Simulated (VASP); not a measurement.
# Ta (P6_3/mmc) in VASP: notebook, part 2 of 2

VASP 6.6.1.

## (3) Relaxation of cell and atoms, RPBE

Contents of INCAR:

```
ALGO     = Normal         # electronic algorithm
EDIFF    = 1E-6           # SCF threshold, eV
EDIFFG   = -0.01          # ionic threshold
ENCUT    = 600            # plane-wave cutoff, eV
GGA      = RP             # functional
IBRION   = 2              # ionic algorithm
ISIF     = 3              # what is computed and relaxed
ISMEAR   = -1             # smearing method
LASPH    = True           # aspherical terms in the spheres
LCHARG   = False          # write CHGCAR
LREAL    = False          # projectors in reciprocal space
LWAVE    = False          # write WAVECAR
NELM     = 100            # most SCF steps
NSW      = 60             # ionic steps
PREC     = Accurate       # precision mode
SIGMA    = 0.05           # smearing width, eV
```

Contents of KPOINTS:

```
k-points
0
Gamma
  11 11 5
```

Contents of POSCAR:

```
Ta
1.0
    2.9003720726      0.0000000000      0.0000000000
   -1.4501860363      2.5117958953      0.0000000000
    0.0000000000      0.0000000000      5.1662740000
Ta
2
Direct
    0.3333333333      0.6666666667      0.2500000000
    0.6666666667      0.3333333333      0.7500000000
```

Potentials or basis: VASP PAW PBE potentials, release 64 (Ta_pv).

On the command line:

```console
$ cat potpaw_PBE.64/Ta_pv/POTCAR > POTCAR
$ mpirun -np 1 vasp_std > vasp.out
```

OUTCAR:

```text
EDIFF = 1E-6
   EDIFFG = -0.01
   ENCUT = 600
   GGA = RP
   IBRION = 2
   ISIF = 3
   ISMEAR = -1
   LASPH = True
   LREAL = False
   NELM = 100
   NSW = 60
   PREC = Accurate

 ion  position               nearest neighbor table
   1  0.333  0.667  0.250-   2 3.08   2 3.08   2 3.08   2 3.08   2 3.08   2 3.08
   2  0.667  0.333  0.750-   1 3.08   1 3.08   1 3.08   1 3.08   1 3.08   1 3.08

  LATTYP: Found a hexagonal cell.
 ALAT       =     2.9003720726
 C/A-ratio  =     1.7812452577

  Lattice vectors:

 A1 = (   2.9003720726,   0.0000000000,   0.0000000000)
 A2 = (  -1.4501860363,   2.5117958953,   0.0000000000)
 A3 = (   0.0000000000,   0.0000000000,   5.1662740000)

Analysis of symmetry for initial positions (statically):
=====================================================================
 Subroutine PRICEL returns:
 Original cell was already a primitive cell.

 Routine SETGRP: Setting up the symmetry group for a
 hexagonal supercell.

 Subroutine GETGRP returns: Found 24 space group operations
 (whereof 12 operations were pure point group operations)
 out of a pool of 24 trial point group operations.

The static configuration has the point symmetry D_3d.
 The point group associated with its full space group is D_6h.

Analysis of symmetry for dynamics (positions and initial velocities):
=====================================================================
 Subroutine PRICEL returns:
 Original cell was already a primitive cell.

 Routine SETGRP: Setting up the symmetry group for a
 hexagonal supercell.

 Subroutine GETGRP returns: Found 24 space group operations
 (whereof 12 operations were pure point group operations)
 out of a pool of 24 trial point group operations.

The dynamic configuration has the point symmetry D_3d.
 The point group associated with its full space group is D_6h.

 Subroutine INISYM returns: Found 24 space group operations
 (whereof 12 operations are pure point group operations),
 and found     1 'primitive' translations

[... 138 lines left out ...]
  ---------------------------------------------------
  ext. energy  EPLUGINS =         0.00000000
  ---------------------------------------------------
  free energy    TOTEN  =       -22.10322371 eV

  energy without entropy =      -22.08388046  energy(sigma->0) =      -22.09355209

------------------------ aborting loop because EDIFF is reached ----------------------------------------

  FORCE on cell =-STRESS in cart. coord.  units (eV):
  Direction    XX          YY          ZZ          XY          YZ          ZX
  --------------------------------------------------------------------------------------
  -------------------------------------------------------------------------------------
  Total        0.5118780      0.5118780      0.6151371      0.0000000     -0.0000000     -0.0000000
  in kB       21.7902183     21.7902183     26.1858711      0.0000000     -0.0000000     -0.0000000
  external PRESSURE =      23.2554359 kB  Pullay stress =       0.0000000 kB
[... 167 lines left out ...]
--------------------------------------- Ionic step        6  -------------------------------------------

 number of electron      22.0000003 magnetization

 Free energy of the ion-electron system (eV)
  ---------------------------------------------------
  ext. energy  EPLUGINS =         0.00000000
  ---------------------------------------------------
  free energy    TOTEN  =       -22.10670736 eV

  energy without entropy =      -22.08710294  energy(sigma->0) =      -22.09690515

 E-fermi :   5.5746     XC(G=0): -12.2603

 val. band max:        5.5629804203   @ k =   0.1818   0.0000   0.0000
 cond. band min:       5.5747783717   @ k =   0.3636  -0.0000   0.0000
 fundamental gap:      0.0117979514
 Fermi energy:         5.5745609509

 k-point     1 :       0.0000    0.0000    0.0000
  band No.  band energies     occupation
      1     -29.0412      2.00000
      2     -28.2786      2.00000
      3     -28.1503      2.00000
      4     -28.1503      2.00000
      5     -28.0738      2.00000
      6     -28.0738      2.00000
      7      -2.5628      2.00000
      8       0.6997      2.00000
      9       4.9985      1.99998
     10       5.3318      1.98455
     11       6.1807      0.00001
     12       6.1807      0.00001
     13       6.7258      0.00000
     14       6.7258      0.00000
[... 401 lines left out ...]
      2     -28.5884      2.00000
      3     -28.5543      2.00000
      4     -28.3396      2.00000
      5     -28.2669      2.00000
      6     -28.1994      2.00000
      7      -0.3689      2.00000
      8       2.2968      2.00000
      9       3.5090      2.00000
     10       4.4774      2.00000
     11       5.1635      1.99946
     12       5.7753      0.03548
     13       7.3357      0.00000
     14       7.5318      0.00000
     15       8.5452      0.00000

 [... further k-points ...]

------------------------ aborting loop because EDIFF is reached ----------------------------------------

  FORCE on cell =-STRESS in cart. coord.  units (eV):
  Direction    XX          YY          ZZ          XY          YZ          ZX
  --------------------------------------------------------------------------------------
  -------------------------------------------------------------------------------------
  Total       -0.0157797     -0.0157797     -0.0099139      0.0000000      0.0000000      0.0000000
  in kB       -0.6631245     -0.6631245     -0.4166196      0.0000000      0.0000000      0.0000000
  external PRESSURE =      -0.5809562 kB  Pullay stress =       0.0000000 kB
[... 17 lines left out ...]
  FREE ENERGIE OF THE ION-ELECTRON SYSTEM (eV)
  ---------------------------------------------------
  free  energy   TOTEN  =       -22.1067073551 eV

  energy  without entropy=      -22.0871029393  energy(sigma->0) =      -22.09690515

 reached required accuracy - stopping structural energy minimisation
```

OSZICAR:

```text
N       E                     dE             d eps       ncg     rms          rms(c)
DAV:   1     0.174993380554E+03    0.17499E+03   -0.14092E+04  1440   0.168E+03
DAV:   2    -0.188126104695E+02   -0.19381E+03   -0.19208E+03  1734   0.416E+02
DAV:   3    -0.229313921505E+02   -0.41188E+01   -0.40504E+01  1930   0.557E+01
[... 42 lines left out ...]
       N       E                     dE             d eps       ncg     rms          rms(c)
DAV:   1    -0.221067331760E+02   -0.28708E-04   -0.10432E-03  1440   0.275E-01    0.246E-02
DAV:   2    -0.221067127819E+02    0.20394E-04   -0.28240E-05  1685   0.422E-02    0.118E-02
DAV:   3    -0.221067073009E+02    0.54811E-05   -0.18055E-05  1811   0.261E-02    0.402E-03
DAV:   4    -0.221067073551E+02   -0.54277E-07   -0.43709E-07   748   0.615E-03
   6 F= -.22106707E+02 E0= -.22096905E+02  d E =-.666568E-04
```

CONTCAR:

```text
Ta
   1.00000000000000
     2.9102813714065174    0.0000000000000000   -0.0000000000000000
    -1.4551406857032587    2.5203775998001499   -0.0000000000000000
    -0.0000000000000000   -0.0000000000000000    5.1977212058324183
  Ta
     2
Direct
     0.3333333332999970    0.6666666667000030    0.2500000000000000
     0.6666666667000030    0.3333333332999970    0.7500000000000000

  0.00000000E+00  0.00000000E+00  0.00000000E+00
  0.00000000E+00  0.00000000E+00  0.00000000E+00
```

Run time: 95 s. Hardware: 1 thread of AMD EPYC 7R13 (Zen 3), shared host; peak memory 0.15 GiB.

Results:

```yaml
Free_energy: -22.1067 eV
Relaxed_volume: 19.06 Å³/atom
Relaxed_cell: a = 2.910 Å, b = 2.910 Å, c = 5.198 Å, α = 90.00°, β = 90.00°, γ = 120.00°
Space_group_after_relaxing_to_0.05_Å: P6_3/mmc (No. 194)
Energy_gained_by_relaxing: 1.7 meV/atom
Ionic_steps: 6
Pressure_after_relaxing: -0.1 GPa
Band_gap_on_the_k_mesh: zero (band 11 reaches 6.42 eV, above the bottom of band 12 at 5.01 eV)
```

Step by step:
| step | energy change (eV) | largest force (eV/Å) | pressure (GPa) | volume (Å³) |
| --- | --- | --- | --- | --- |
| 1 | 0.0000 | 0.0000 | 2.33 | 37.64 |
| 2 | 0.0119 | 0.0000 | -4.65 | 39.14 |
| 3 | -0.0034 | 0.0000 | -0.01 | 38.11 |
| 4 | -0.0034 | 0.0000 | -0.06 | 38.12 |
| 5 | -0.0035 | 0.0000 | -0.05 | 38.13 |
| 6 | -0.0035 | 0.0000 | -0.06 | 38.13 |

Final structure:
```
Ta
1.0
     2.91028    0.00000    0.00000
    -1.45514    2.52038    0.00000
     0.00000    0.00000    5.19772
Ta
2
Direct
  0.33333 0.66667 0.25000
  0.66667 0.33333 0.75000
```

Caveat: the PAW data sets were made with another functional, which shifts forces and pressure a little; spin-orbit coupling is left out, which moves the levels of the heavy elements.

## (4) Single point, PBEsol, non-collinear spin, zero start, spin-orbit coupling

Contents of INCAR:

```
SYSTEM = Ta
PREC = Accurate ; ENCUT = 520
EDIFF = 1E-7 ; ISMEAR = -1
SIGMA = 0.05 ; LREAL = .FALSE.
LASPH = .TRUE. ; NELM = 150
ALGO = Normal ; ISIF = 2
LWAVE = .FALSE. ; LCHARG = .FALSE.
MAGMOM = 0 0 0 0 0 0 ; LORBIT = 11
LSORBIT = .TRUE. ; GGA_COMPAT = .FALSE.
LORBMOM = .TRUE. ; LMAXMIX = 4
GGA = PS ; NBANDS = 34
```

Contents of KPOINTS:

```
Automatic mesh
0
G
  8 8 4
  0 0 0
```

POSCAR is that of step 3.

On the command line:

```console
$ cat potpaw_PBE.64/Ta_pv/POTCAR > POTCAR
$ mpirun -np 1 vasp_ncl > vasp.out
```

Run time: 2 min. Hardware: 1 thread of AMD EPYC 7R13 (Zen 3), shared host; peak memory 0.24 GiB.

It converged, with:

| Property | Result |
| --- | --- |
| Free energy | -25.9698 eV |
| Pressure | -7.2 GPa |
| Net moment | 0.00 μB per cell |
| Valence electrons inside the program's atomic spheres | Ta 8.88 |

Stress tensor (GPa, compression positive):
```
-6.96  0.00  0.00
 0.00 -6.96  0.00
 0.00  0.00 -7.57
```

Moments on the atoms (μB; x, y, z):
```
Ta  0.00 0.00 0.00
Ta  0.00 0.00 0.00
```

Caveat: the PAW data sets were made with another functional, which shifts forces and pressure a little.

## (5) Single point, r2SCAN

This run uses another cell than the first one, of 17.69 Å³/atom, 0.940 times its volume.

Contents of POSCAR:

```
Ta
1.0
    2.8411641924      0.0000000000      0.0000000000
   -1.4205820962      2.4605203670      0.0000000000
    0.0000000000      0.0000000000      5.0608102442
Ta
2
Direct
    0.3333333333      0.6666666667      0.2500000000
    0.6666666667      0.3333333333      0.7500000000
```

Contents of INCAR.step1:

```
SYSTEM = Ta
PREC     = Accurate       ! precision mode
ENCUT    = 520            ! plane-wave cutoff, eV
ISMEAR   = -1             ! smearing method
SIGMA    = 0.05           ! smearing width, eV
LREAL    = .FALSE.        ! projectors in reciprocal space
LASPH    = .TRUE.         ! aspherical terms in the spheres
NELM     = 100            ! most SCF steps
NBANDS   = 18             ! bands
GGA      = PE             ! functional
ALGO     = Normal         ! electronic algorithm
EDIFF    = 1E-4           ! SCF threshold, eV
LWAVE    = .TRUE.         ! write WAVECAR
LCHARG   = .FALSE.        ! write CHGCAR
```

Contents of INCAR.step2:

```
SYSTEM = Ta
PREC     = Accurate       ! precision mode
ENCUT    = 520            ! plane-wave cutoff, eV
EDIFF    = 1E-6           ! SCF threshold, eV
ISMEAR   = -1             ! smearing method
SIGMA    = 0.05           ! smearing width, eV
LREAL    = .FALSE.        ! projectors in reciprocal space
LASPH    = .TRUE.         ! aspherical terms in the spheres
NELM     = 100            ! most SCF steps
ALGO     = Normal         ! electronic algorithm
ISIF     = 2              ! what is computed and relaxed
LWAVE    = .FALSE.        ! write WAVECAR
LCHARG   = .TRUE.         ! write CHGCAR
METAGGA  = R2SCAN         ! meta-GGA
LMIXTAU  = .TRUE.       
LELF     = .TRUE.         ! ELF
LVHAR    = .TRUE.       
NBANDS   = 18             ! bands
ISTART   = 1
```

Contents of KPOINTS:

```
regular mesh
0
G
  11 11 5
  0 0 0
```

On the command line:

```console
$ cat potpaw_PBE.64/Ta_pv/POTCAR > POTCAR
$ cp INCAR.step1 INCAR
$ mpirun -np 1 vasp_std > vasp.out
$ cp INCAR.step2 INCAR
$ mpirun -np 1 vasp_std > vasp.out
```

Wall time 65 s (1 thread of Intel Xeon Platinum 8488C (Sapphire Rapids), shared host); peak memory 0.17 GiB.

It converged, with:

```yaml
Free_energy: -96.5267 eV
Pressure: 9.9 GPa
Band_gap_on_the_k_mesh: zero (band 11 reaches 6.98 eV, above the bottom of band 12 at 5.34 eV)
```

Stress tensor (GPa, compression positive):
```
 9.70  0.00  0.00
 0.00  9.70  0.00
 0.00  0.00 10.42
```

Levels at points of the mesh, in eV from the Fermi level:
```csv
k point,band 9,band 10,band 11,band 12,band 13,band 14
"(0.00, 0.00, 0.00)",-0.73,-0.22,0.64,0.64,1.28,1.28
```

Caveat: the PAW data sets were made with another functional, which shifts forces and pressure a little; spin-orbit coupling is left out, which moves the levels of the heavy elements.

## (6) The runs side by side

| task | level | spin | cell | k mesh | cutoff (eV) | gap on the mesh (eV) | pressure (GPa) |
| --- | --- | --- | --- | --- | --- | --- | --- |
| single point | revPBE | off | a = 2.900, b = 2.900, c = 5.166 Å, angles 90.0, 90.0, 120.0°, 2 atoms | 11 × 11 × 5 | 520 | none | 1.4 |
| relaxation of cell and atoms | RPBE | off | relaxed from a = 2.900, b = 2.900, c = 5.166 Å, angles 90.0, 90.0, 120.0°, 2 atoms | 11 × 11 × 5 | 600 | none | -0.1 |
| single point | PBEsol | non-collinear, zero start, SOC | a = 2.900, b = 2.900, c = 5.166 Å, angles 90.0, 90.0, 120.0°, 2 atoms | 8 × 8 × 4 | 520 | - | -7.2 |
| single point | r2SCAN | off | a = 2.841, b = 2.841, c = 5.061 Å, angles 90.0, 90.0, 120.0°, 2 atoms | 11 × 11 × 5 | 520 | none | 9.9 |

Alike in all rows: potentials or basis VASP PAW PBE potentials, release 64 (Ta_pv); smearing fermi-dirac 0.05 eV.

Caveats: the PAW data sets were made with another functional, which shifts forces and pressure a little; spin-orbit coupling is left out, which moves the levels of the heavy elements (some runs).

Absolute energies hang on the potentials; compare differences alone.
